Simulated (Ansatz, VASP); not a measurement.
Pt in VASP and in Ansatz

```
Pt
1.0
    -1.66224    1.66224    1.66224
     1.66224   -1.66224    1.66224
     1.66224    1.66224   -1.66224
Pt
1
Direct
  0.00000 0.00000 0.00000
```

Alike in both runs: functional PBE; k mesh 18 × 18 × 18; occupations fermi-dirac, width 0.05 eV; no spin polarisation.

Ansatz relaxed the structure, and its values are those at the end. VASP's run is a single point on that final structure, the one shown.

|  | VASP | Ansatz |
| --- | --- | --- |
| version | VASP 6.6.1 | Ansatz 0.2.0 |
| potentials or method | VASP PAW PBE potentials, release 64 (Pt), cutoff 520 eV | all-electron LAPW, non-relativistic |

```csv
,VASP,Ansatz,Ansatz less VASP
pressure (GPa),-23.8,0.0,+23.79
```

One of these differences is far larger than is usual between the two programs; its cause wasn't traced. Ansatz ran all-electron here, and VASP with PAW potentials.

Spin-orbit coupling is off throughout.
